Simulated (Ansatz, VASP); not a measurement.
## Si in VASP and in Ansatz

```
Si
1.0
    -2.21547    2.33473    1.27500
     2.21547   -2.33473    1.27500
     2.28653    2.40226   -1.27500
Si
2
Direct
  0.80700 0.55700 0.25000
  0.19300 0.44300 0.75000
```

Change from the starting cell: xy shear strain of +3 %.

Alike in both runs: task single point; functional PBE; k mesh 16 × 16 × 16; occupations fermi-dirac, width 0.05 eV; no spin polarisation.

|  | VASP | Ansatz |
| --- | --- | --- |
| version | VASP 6.6.1 | Ansatz 0.2.0 |
| potentials or method | VASP PAW PBE potentials, release 64 (Si), cutoff 520 eV | all-electron LAPW, scalar-relativistic |

|  | VASP | Ansatz | Ansatz less VASP |
| --- | --- | --- | --- |
| pressure (GPa) | 15.7 | 15.7 | +0.08 |
| traceless stress, the component that is largest in VASP (GPa) | -2.26 | -2.27 | -0.004 |

Ansatz ran all-electron here, and VASP with PAW potentials.
